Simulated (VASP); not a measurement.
Set up this calculation in VASP 6.6.1, as the native input.

```
Task                   : single point
Functional             : PBEsol
Dispersion             : D3(BJ)
Potentials or basis    : VASP PAW PBE potentials, release 64 (Te, Mo_sv, H)
Cutoff                 : 400 eV
k mesh                 : 9 × 9 × 2
Occupations            : gaussian, width 0.05 eV
Spin                   : no spin polarisation
Dipole correction      : no
Further INCAR settings : ALGO = Normal; EDIFF = 1e-06; NBANDS = 50
```

The structure of Te6Mo3H (a cell with a defect) lies in POSCAR:

```
Te6Mo3H
1.0
    3.4334342720      0.0000000000      0.0000000000
   -1.7167171360      2.9734413017      0.0000000000
    0.0000000000      0.0000000000     20.7704294686
Te Mo H
6 3 1
Direct
    0.0000000000      0.0000000000      0.9125759363
    0.3333333333      0.6666666667      0.5917818730
    0.3333333333      0.6666666667      0.2333053354
    0.3333333333      0.6666666667      0.7666946646
    0.3333333333      0.6666666667      0.4082181270
    0.0000000000      0.0000000000      0.0874240637
    0.0000000000      0.0000000000      0.6791511892
    0.0000000000      0.0000000000      0.3208488108
    0.3333333333      0.6666666667      0.0000000000
   -0.3856431633     -0.1928215817      0.8356769680
```

The input as run:

INCAR

```
SYSTEM = Te6Mo3H
ALGO = Normal
EDIFF = 1E-6
ENCUT = 400
GGA = PS
GGA_COMPAT = .FALSE.
ISIF = 2
ISMEAR = 0
IVDW = 12
LASPH = .TRUE.
LCHARG = .TRUE.
LELF = .TRUE.
LREAL = .FALSE.
LVHAR = .TRUE.
LWAVE = .FALSE.
NBANDS = 50
NELM = 120
PREC = Accurate
SIGMA = 0.05
```

KPOINTS

```
k-points
0
G
  9 9 2
  0 0 0
```

Potentials or basis: VASP PAW PBE potentials, release 64 (Te, Mo_sv, H).

Command:

```bash
$ cat potpaw_PBE.64/Te/POTCAR potpaw_PBE.64/Mo_sv/POTCAR potpaw_PBE.64/H/POTCAR > POTCAR
$ mpirun -np 1 vasp_std > vasp.out
```

Results of the run:

```
Pressure                   : 1.9 GPa
Largest force              : 2.303 eV/Å
Band gap on the k mesh     : zero (an odd number of electrons rules out a gap without spin polarisation)
Dispersion energy per atom : -0.504 eV
```

Caveat: the PAW data sets were made with another functional, which shifts forces and pressure a little; spin-orbit coupling is left out, which moves the levels of the heavy elements; an odd number of electrons without spin polarisation forces a metal; a magnetic or distorted state may lie lower.

It took 15 min on 1 thread of Oxide Virtual Turin-like Processor, with other jobs on the host, peak memory 0.42 GiB.
